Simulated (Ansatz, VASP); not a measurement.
**Mg3BiSb: VASP beside Ansatz**

INCAR

```
  PREC = Accurate
  ENCUT = 520
  EDIFF = 1E-6
  ISMEAR = -1
  SIGMA = 0.15
  LREAL = F
  LASPH = T
  NELM = 100
  ALGO = Normal
  ISIF = 2
  LWAVE = F
  LCHARG = F
  GGA = PS
  NBANDS = 21
```

Contents of KPOINTS:

```
regular mesh
0
Gamma
  6 6 3
```

The input POSCAR:

```
Mg3BiSb
1.0
    4.7855455243      0.0000000000      0.0000000000
   -2.3927727621      4.1444040649      0.0000000000
    0.0000000000      0.0000000000      7.5516077455
Mg Sb Bi
3 1 1
Direct
    0.0000000000      0.0000000000      0.0044930000
    0.3333333333      0.6666666667      0.3649360000
    0.6666666667      0.3333333333      0.6258560000
    0.6666666667      0.3333333333      0.2250700000
    0.3333333333      0.6666666667      0.7796450000
```

Input for Ansatz:

```yaml
crystal:
  lattice:
    - [4.785545524273191, 0.0, 0.0]
    - [-2.3927727621365955, 4.144404064869526, 0.0]
    - [0.0, 0.0, 7.5516077455452555]
  atoms:
    - { symbol: Mg, position: [0.0, 0.0, 0.004493] }
    - { symbol: Mg, position: [0.3333333333333333, 0.6666666666666666, 0.364936] }
    - { symbol: Mg, position: [0.6666666666666666, 0.3333333333333333, 0.625856] }
    - { symbol: Sb, position: [0.6666666666666666, 0.3333333333333333, 0.22507] }
    - { symbol: Bi, position: [0.3333333333333333, 0.6666666666666666, 0.779645] }
basis:
  ecutwfc: 500.0
kpoints:
  mp_grid:
    grid: [6, 6, 3]
hamiltonian:
  xc: pbesol
scf:
  convergence:
    dr2_threshold: 1.0e-10
  occupations:
    method: fermi_dirac
    width: 0.15
output:
  stress: true
```

Alike in both runs: task single point; functional PBEsol; k mesh 6 × 6 × 3; occupations fermi-dirac, width 0.15 eV; no spin polarisation.

|  | VASP | Ansatz |
| --- | --- | --- |
| version | VASP 6.6.1 | Ansatz 0.2.0 |
| potentials or method | VASP PAW PBE potentials, release 64 (Mg, Sb, Bi_d), cutoff 520 eV | plane waves, PAW |
| valence electrons in the cell | 26 | 60 |

|  | VASP | Ansatz | Ansatz less VASP |
| --- | --- | --- | --- |
| pressure (GPa) | -3.9 | -3.9 | +0.04 |
| traceless stress, the component that is largest in VASP (GPa) | 0.09 | 0.09 | -0.005 |

VASP's potentials were made for PBE, not for PBEsol. With one functional, cell and mesh, what is left measures potentials, basis and numerics. VASP's potentials hold 26 valence electrons a cell and Ansatz's 60, so a difference there can come from the potentials and not from the codes.

Neither program's run includes spin-orbit coupling.
